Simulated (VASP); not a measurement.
Set up this calculation in VASP 6.6.1, as the native input.

* Task: single point
* Functional: PBE
* Potentials or basis: VASP PAW PBE potentials, release 64 (Al)
* Cutoff: 520 eV
* k mesh: 20 × 20 × 20
* Occupations: gaussian, width 0.15 eV
* Spin: no spin polarisation
* Dipole correction: no
* Further INCAR settings: ALGO = Normal; EDIFF = 1e-06; NBANDS = 8

The structure of Al lies in POSCAR:

```
Al
1.0
    0.0000000000      2.1858984000      2.1049392000
    2.1858984000      0.0000000000      2.1049392000
    2.1858984000      2.1858984000      0.0000000000
Al
1
Direct
    0.0000000000      0.0000000000      0.0000000000
```

This cell differs from its parent crystal: strain +0.080 along x and y, +0.040 along z.

The input as run:

INCAR

```
SYSTEM = Al
PREC = Accurate ; ENCUT = 520
EDIFF = 1E-6 ; ISMEAR = 0
SIGMA = 0.15 ; LREAL = .FALSE.
LASPH = .TRUE. ; NELM = 100
ALGO = Normal ; ISIF = 2
LWAVE = .FALSE. ; LCHARG = .FALSE.
GGA = PE ; NBANDS = 8
```

KPOINTS

```
regular mesh
0
G
  20 20 20
  0 0 0
```

Potentials or basis: VASP PAW PBE potentials, release 64 (Al).

Command:

```bash
$ cat potpaw_PBE.64/Al/POTCAR > POTCAR
$ mpirun -np 1 vasp_std > vasp.out
```

Results of the run:

The pressure is -9.5 GPa.

Caveat: the cell differs from its parent crystal (strain +0.080 along x and y, +0.040 along z).

Wall time 120 s on 1 thread of AMD EPYC 9R45, on a shared host, peak memory 0.17 GiB.
